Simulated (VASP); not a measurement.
# MgI2: single point with PBEsol

The system is MgI2.

```
I Mg
1.0
     4.08405    0.00000    0.00000
    -2.04202    3.53689    0.00000
     0.00000    0.00000    6.78702
I Mg
2 1
Direct
  0.66667 0.33333 0.75000
  0.33333 0.66667 0.25000
  0.00000 0.00000 0.00000
```

This cell differs from its parent crystal: volume scaled by 0.96.

```yaml
Program: VASP 6.6.1
Task: single point
Functional: PBEsol
Potentials_or_basis: VASP PAW PBE potentials, release 64 (I, Mg)
Cutoff: 520 eV
k_mesh: 8 × 8 × 4
Occupations: fermi-dirac, width 0.05 eV
Spin: no spin polarisation
```

- Pressure: 0.4 GPa
- Largest force: 0.119 eV/Å
- Band gap on the k mesh: 3.45 eV, indirect (least direct gap 3.68 eV)

Forces on the atoms (eV/Å):
```
I    0.000  0.000  0.119
I    0.000  0.000 -0.119
Mg   0.000  0.000  0.000
```

Stress tensor (GPa, compression positive):
```
0.58 0.00 0.00
0.00 0.58 0.00
0.00 0.00 0.09
```

Levels at points of the mesh, in eV from the valence-band top:
| k point | band 4 | band 5 | band 6 | band 7 | band 8 | band 9 | band 10 | band 11 | band 12 | band 13 |
| --- | --- | --- | --- | --- | --- | --- | --- | --- | --- | --- |
| (0.00, 0.00, 0.00) | -0.40 | -0.40 | -0.02 | 0.00 | 0.00 | 3.68 | 4.73 | 6.78 | 6.78 | 7.29 |
| (0.50, 0.00, 0.00) | -2.97 | -2.10 | -1.40 | -1.06 | -0.45 | 3.62 | 5.18 | 5.22 | 6.84 | 7.84 |
| (0.00, 0.00, 0.50) | -1.75 | -0.27 | -0.27 | -0.14 | -0.14 | 4.78 | 4.84 | 6.57 | 6.57 | 7.75 |
| (0.50, 0.00, 0.50) | -3.45 | -1.21 | -1.17 | -0.92 | -0.76 | 3.47 | 4.95 | 5.44 | 5.84 | 7.74 |

It took 42 s on 1 thread of AMD EPYC 7R43 64-Core Processor (Zen 3), with other jobs on the host, peak memory 0.18 GiB.

Caveat: the PAW data sets were made with another functional, which shifts forces and pressure a little; spin-orbit coupling is left out, which moves the levels of the heavy elements; this functional lacks dispersion, which binds the layers, so the pressure and a relaxed spacing across them are unreliable. A k mesh can miss the band edges.
